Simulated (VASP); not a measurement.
# Sn (I4_1/amd) in VASP: single point with PBE

Aim: the single point of Sn with PBE.

Program: VASP 6.6.1. These are calculated values, not measurements. Logs are shortened: lines on timing, memory, paths and dates and some standing lists are left out, and cuts for length are marked.

## (1) The cell of the first run

The structure is tetragonal, space group I4_1/amd (No. 141). The conventional cell has a = 5.839 Å, b = 5.839 Å, c = 3.188 Å, α = 90.00°, β = 90.00°, γ = 90.00°. Sn (site symmetry -4m2) has 10 Sn at 3.03 to 3.77 Å within 4.0 Å.

## (2) Single point, PBE

INCAR

```
PREC     = Accurate       # precision mode
ENCUT    = 520            # plane-wave cutoff, eV
EDIFF    = 1E-6           # SCF threshold, eV
ISMEAR   = -1             # smearing method
SIGMA    = 0.1            # smearing width, eV
LREAL    = F              # projectors in reciprocal space
LASPH    = T              # aspherical terms in the spheres
NELM     = 100            # most SCF steps
ALGO     = Normal         # electronic algorithm
ISIF     = 2              # what is computed and relaxed
LWAVE    = F              # write WAVECAR
LCHARG   = F              # write CHGCAR
GGA      = PE             # functional
NBANDS   = 21             # bands
```

KPOINTS

```
Automatic mesh
0
Gamma
  11 11 11
```

POSCAR

```
Sn
1.0
    4.4259279227      0.0000000298      0.0000000829
   -3.2780564857      2.9737490905      0.0000000829
   -0.5739357958     -1.4868747605      4.1289997731
Sn
2
Direct
    0.0000000000      0.0000000000      0.0000000000
    0.7500000000      0.2500000000      0.5000000000
```

Potentials or basis: VASP PAW PBE potentials, release 64 (Sn_d).

Started as:

```bash
> cat potpaw_PBE.64/Sn_d/POTCAR > POTCAR
> mpirun -np 1 vasp_std > vasp.out
```

OUTCAR:

```text
PREC = Accurate
   ENCUT = 520
   EDIFF = 1E-6
   ISMEAR = -1
   LREAL = F
   LASPH = T
   NELM = 100
   ISIF = 2
   GGA = PE

 ion  position               nearest neighbor table
   1  0.000  0.000  0.000-   2 3.03   2 3.03   2 3.03   2 3.03
   2  0.750  0.250  0.500-   1 3.03   1 3.03   1 3.03   1 3.03

  LATTYP: Found a body centered tetragonal cell.
 ALAT       =     5.8392875953
 C/A-ratio  =     0.5458884798

  Lattice vectors:

 A1 = (   4.4259279227,   0.0000000298,   0.0000000829)
 A2 = (  -3.2780564857,   2.9737490905,   0.0000000829)
 A3 = (  -0.5739357958,  -1.4868747605,   4.1289997731)

Analysis of symmetry for initial positions (statically):
=====================================================================
 Subroutine PRICEL returns:
 Original cell was already a primitive cell.

 Routine SETGRP: Setting up the symmetry group for a
 body centered tetragonal supercell.

 Subroutine GETGRP returns: Found 16 space group operations
 (whereof  8 operations were pure point group operations)
 out of a pool of 16 trial point group operations.

The static configuration has the point symmetry D_2d.
 The point group associated with its full space group is D_4h.

Analysis of symmetry for dynamics (positions and initial velocities):
=====================================================================
 Subroutine PRICEL returns:
 Original cell was already a primitive cell.

 Routine SETGRP: Setting up the symmetry group for a
 body centered tetragonal supercell.

 Subroutine GETGRP returns: Found 16 space group operations
 (whereof  8 operations were pure point group operations)
 out of a pool of 16 trial point group operations.

The dynamic configuration has the point symmetry D_2d.
 The point group associated with its full space group is D_4h.

 Subroutine INISYM returns: Found 16 space group operations
 (whereof  8 operations are pure point group operations),
 and found     1 'primitive' translations

----------------------------------------------------------------------------------------

                                     Primitive cell

  volume of cell :      54.3442

  direct lattice vectors                    reciprocal lattice vectors
     4.425927923  0.000000030  0.000000083     0.225941317  0.249062166  0.121094717
    -3.278056486  2.973749091  0.000000083    -0.000000005  0.336275841  0.121094717
    -0.573935796 -1.486874760  4.128999773    -0.000000005 -0.000000012  0.242189401

  length of vectors
     4.425927923  4.425927923  4.425927923     0.357414845  0.357414845  0.242189401

  position of ions in fractional coordinates (direct lattice)
     0.000000000  0.000000000  0.000000000
     0.750000000  0.250000000  0.500000000

  ion indices of the primitive-cell ions
   primitive index   ion index
                 1           1
                 2           2

----------------------------------------------------------------------------------------

 KPOINTS: Automatic mesh

Automatic generation of k-mesh.
 Grid dimensions read from file:
 generate k-points for:   11   11   11

 Generating k-lattice:

  Cartesian coordinates                     Fractional coordinates (reciprocal lattice)
     0.020540120  0.022642015  0.011008611     0.090909091 -0.000000000  0.000000000
    -0.000000000  0.030570531  0.011008611     0.000000000  0.090909091  0.000000000
    -0.000000000 -0.000000001  0.022017218     0.000000000  0.000000000  0.090909091

  Length of vectors
     0.032492259  0.032492259  0.022017218

  Shift w.r.t. Gamma in fractional coordinates (k-lattice)
     0.000000000  0.000000000  0.000000000

 Subroutine IBZKPT returns following result:
 ===========================================

 Found    126 irreducible k-points:

 Following reciprocal coordinates:
            Coordinates               Weight
  0.000000  0.000000  0.000000      1.000000
  0.090909  0.000000  0.000000      8.000000
  0.181818  0.000000  0.000000      8.000000
  0.272727  0.000000  0.000000      8.000000
  0.363636  0.000000  0.000000      8.000000
  0.454545  0.000000  0.000000      8.000000
[... 16 lines left out ...]
 -0.272727  0.181818 -0.000000     16.000000
 -0.181818  0.181818 -0.000000      4.000000
 [... further k-points ...]
   k-points           NKPTS =    126   k-points in BZ     NKDIM =    126   number of bands    NBANDS=     21
   number of dos      NEDOS =    301   number of ions     NIONS =      2
   total plane-waves  NPLWV =  46656
   dimension x,y,z NGX =    36 NGY =   36 NGZ =   36
   dimension x,y,z NGXF=    72 NGYF=   72 NGZF=   72
   ions per type =               2
   NGX,Y,Z   is equivalent  to a cutoff of  13.52, 13.52, 13.52 a.u.
   NGXF,Y,Z  is equivalent  to a cutoff of  27.04, 27.04, 27.04 a.u.
 SYSTEM =  unknown system
   PREC   = accura    normal or accurate (medium, high low for compatibility)
   ISTART =      0    job   : 0-new  1-cont  2-samecut
   ICHARG =      2    charge: 1-file 2-atom 10-const
   ISPIN  =      1    spin polarized calculation?
   LNONCOLLINEAR =      F non collinear calculations
   LSORBIT =      F    spin-orbit coupling
   LASPH  =      T    aspherical Exc in radial PAW
   ENCUT  =  520.0 eV  38.22 Ry    6.18 a.u.   8.23  8.23  8.23*2*pi/ulx,y,z
   NELM   =    100;   NELMIN=  2; NELMDL= -5     # of ELM steps
   EDIFF  = 0.1E-05   stopping-criterion for ELM
   LREAL  =      F    real-space projection
   EDIFFG = 0.1E-04   stopping-criterion for IOM
   NSW    =      0    number of steps for IOM
   IBRION =     -1    ionic relax: 0-MD 1-quasi-New 2-CG
   NFREE  =      0    steps in history (QN), initial steepest desc. (CG)
   ISIF   =      2    stress and relaxation
   ISYM   =      2    0-nonsym 1-usesym 2-fastsym
   POTIM  = 0.5000    time-step for ionic-motion
   TEBEG  =    0.0;   TEEND  =   0.0 temperature during run
   PSTRESS=    0.0 pullay stress
   NELECT =      28.0000    total number of electrons
   NUPDOWN=      -1.0000    fix difference up-down
   EMIN   =  10.00;   EMAX   =-10.00  energy-range for DOS
   EFERMI =   0.00;   METHOD = LEGACY
   ISMEAR =    -1;   SIGMA  =   0.10  broadening in eV -4-tet -1-fermi 0-gaus
   EFERMI_NEDOS =   21; number of points for ismear=-14 and -15
   IALGO  =     38    algorithm
   IMIX   =      4    mixing-type and parameters
     AMIX     =   0.40;   BMIX     =  1.00
     AMIX_MAG =   1.60;   BMIX_MAG =  1.00
  volume/ion in A,a.u.               =      27.17       183.37
  Fermi-wavevector in a.u.,A,eV,Ry     =   1.312431  2.480134 23.435681  1.722474
  Thomas-Fermi vector in A             =   2.442823
   LORBIT       =      0    0 simple, 1 ext, 2 COOP (PROOUT), +10 PAW based schemes
   GGA     = PE    functional components
   LHFCALC =     F    Hartree Fock is set to
   AEXX    =    0.0000 exact exchange contribution
   IVDW    =     0    specifies the selected vdW correction
   LEPSILON=     F    determine dielectric tensor
   LRPA    =     F    only Hartree local field effects (RPA)
 non-spin polarized calculation
  energy-cutoff  :      520.00
  volume of cell :       54.34
 maximum number of plane-waves:      1480
 NGX is ok and might be reduce to    36
   NGX = 17   NGY = 17   NGZ = 17

 number of electron      27.9999999 magnetization

 Free energy of the ion-electron system (eV)
  ---------------------------------------------------
  ext. energy  EPLUGINS =         0.00000000
  ---------------------------------------------------
  free energy    TOTEN  =        -7.61159607 eV

  energy without entropy =       -7.58011696  energy(sigma->0) =       -7.59585651

 E-fermi :   7.9557     XC(G=0): -10.2993

 val. band max:        7.9314705084   @ k =  -0.4545   0.0909   0.0000
 cond. band min:       7.9592623349   @ k =   0.4545   0.2727   0.0909
 fundamental gap:      0.0277918265
 Fermi energy:         7.9557119021

 k-point     1 :       0.0000    0.0000    0.0000
  band No.  band energies     occupation
      1     -13.6972      2.00000
      2     -13.6102      2.00000
      3     -13.5710      2.00000
      4     -13.5555      2.00000
      5     -13.4098      2.00000
      6     -13.4098      2.00000
[... 13 lines left out ...]
     20      17.8286      0.00000
     21      18.4866      0.00000

 k-point     2 :       0.0909    0.0000    0.0000
  band No.  band energies     occupation
      1     -13.6921      2.00000
      2     -13.5941      2.00000
      3     -13.5651      2.00000
      4     -13.5369      2.00000
      5     -13.4212      2.00000
      6     -13.4190      2.00000
[... 13 lines left out ...]
     20      17.1906      0.00000
     21      17.2769      0.00000

 k-point     3 :       0.1818    0.0000    0.0000
  band No.  band energies     occupation
      1     -13.6769      2.00000
      2     -13.5546      2.00000
      3     -13.5491      2.00000
      4     -13.4977      2.00000
      5     -13.4452      2.00000
      6     -13.4243      2.00000
[... 13 lines left out ...]
     20      15.8568      0.00000
     21      16.3826      0.00000

 k-point     4 :       0.2727    0.0000    0.0000
  band No.  band energies     occupation
      1     -13.6562      2.00000
      2     -13.5298      2.00000
      3     -13.5205      2.00000
      4     -13.4890      2.00000
      5     -13.4698      2.00000
      6     -13.4286      2.00000
[... 13 lines left out ...]
     20      14.9533      0.00000
     21      16.8134      0.00000

 k-point     5 :       0.3636    0.0000    0.0000
  band No.  band energies     occupation
      1     -13.6373      2.00000
      2     -13.5243      2.00000
      3     -13.5199      2.00000
      4     -13.5029      2.00000
      5     -13.4756      2.00000
      6     -13.4457      2.00000
[... 13 lines left out ...]
     20      15.0615      0.00000
     21      17.8133      0.00000

 k-point     6 :       0.4545    0.0000    0.0000
  band No.  band energies     occupation
      1     -13.6241      2.00000
      2     -13.5457      2.00000
      3     -13.5319      2.00000
      4     -13.4959      2.00000
      5     -13.4649      2.00000
      6     -13.4563      2.00000
[... 13 lines left out ...]
     20      16.9912      0.00000
     21      18.0440      0.00000

 k-point     7 :       0.0909    0.0909    0.0000
  band No.  band energies     occupation
      1     -13.6826      2.00000
      2     -13.5538      2.00000
      3     -13.5522      2.00000
      4     -13.4888      2.00000
      5     -13.4434      2.00000
      6     -13.4370      2.00000
[... 13 lines left out ...]
     20      15.8410      0.00000
     21      16.0301      0.00000
[... 291 lines left out ...]
      1     -13.6152      2.00000
      2     -13.5490      2.00000
      3     -13.5250      2.00000
      4     -13.4836      2.00000
      5     -13.4686      2.00000
      6     -13.4316      2.00000
[... 13 lines left out ...]
     20      16.5191      0.00000
     21      17.2123      0.00000

 k-point    21 :      -0.4545    0.1818    0.0000
  band No.  band energies     occupation
      1     -13.6191      2.00000
      2     -13.5377      2.00000
      3     -13.5293      2.00000
      4     -13.4950      2.00000
      5     -13.4628      2.00000
      6     -13.4309      2.00000
[... 13 lines left out ...]
     20      16.2792      0.00000
     21      16.8133      0.00000

 k-point    22 :      -0.3636    0.1818   -0.0000
  band No.  band energies     occupation
      1     -13.6351      2.00000
      2     -13.5656      2.00000
      3     -13.5368      2.00000
      4     -13.5114      2.00000
      5     -13.4543      2.00000
      6     -13.4177      2.00000
[... 13 lines left out ...]
     20      16.4420      0.00000
     21      17.4713      0.00000

 k-point    23 :      -0.2727    0.1818   -0.0000
  band No.  band energies     occupation
      1     -13.6545      2.00000
      2     -13.6008      2.00000
      3     -13.5621      2.00000
      4     -13.5330      2.00000
      5     -13.4358      2.00000
      6     -13.4008      2.00000
[... 13 lines left out ...]
     20      17.8504      0.00000
     21      18.4311      0.00000

 k-point    24 :      -0.1818    0.1818   -0.0000
  band No.  band energies     occupation
      1     -13.6704      2.00000
      2     -13.6146      2.00000
      3     -13.5716      2.00000
      4     -13.5484      2.00000
      5     -13.4235      2.00000
      6     -13.3961      2.00000
[... 13 lines left out ...]
     20      18.0465      0.00000
     21      18.1990      0.00000

 [... further k-points ...]
[... 5 lines left out ...]
  --------------------------------------------------------------------------------------
  -------------------------------------------------------------------------------------
  Total        0.9030457      0.5768350      0.9601601     -0.1479640     -0.0000000     -0.0000000
  in kB       26.6236012     17.0062533     28.3074463     -4.3622767     -0.0000006     -0.0000002
  external PRESSURE =      23.9791003 kB  Pullay stress =       0.0000000 kB

 VOLUME and BASIS-vectors are now :
 -----------------------------------------------------------------------------
  energy-cutoff  :      520.00
  volume of cell :       54.34
      direct lattice vectors                 reciprocal lattice vectors
     4.425927923  0.000000030  0.000000083     0.225941317  0.249062166  0.121094717
    -3.278056486  2.973749091  0.000000083    -0.000000005  0.336275841  0.121094717
    -0.573935796 -1.486874760  4.128999773    -0.000000005 -0.000000012  0.242189401

 POSITION                                       TOTAL-FORCE (eV/Angst)
 -----------------------------------------------------------------------------------
      0.00000      0.00000      0.00000        -0.000000      0.000000     -0.000000
      2.21296     -0.00000      2.06450         0.000000     -0.000000      0.000000
 -----------------------------------------------------------------------------------
    total drift:                                0.000000     -0.000000      0.000000

  FREE ENERGIE OF THE ION-ELECTRON SYSTEM (eV)
  ---------------------------------------------------
  free  energy   TOTEN  =        -7.6115960674 eV

  energy  without entropy=       -7.5801169624  energy(sigma->0) =       -7.59585651
```

Run time: 3 min. Hardware: 1 thread of Intel Xeon 8259CL, shared host; peak memory 0.27 GiB.

Results:

| Item | Value |
| --- | --- |
| Free energy | -7.6116 eV |
| Pressure | 2.4 GPa |
| Band gap on the k mesh | zero (band 14 reaches 9.40 eV, above the bottom of band 15 at 5.57 eV) |

Caveat: spin-orbit coupling is left out, which moves the levels of the heavy elements.
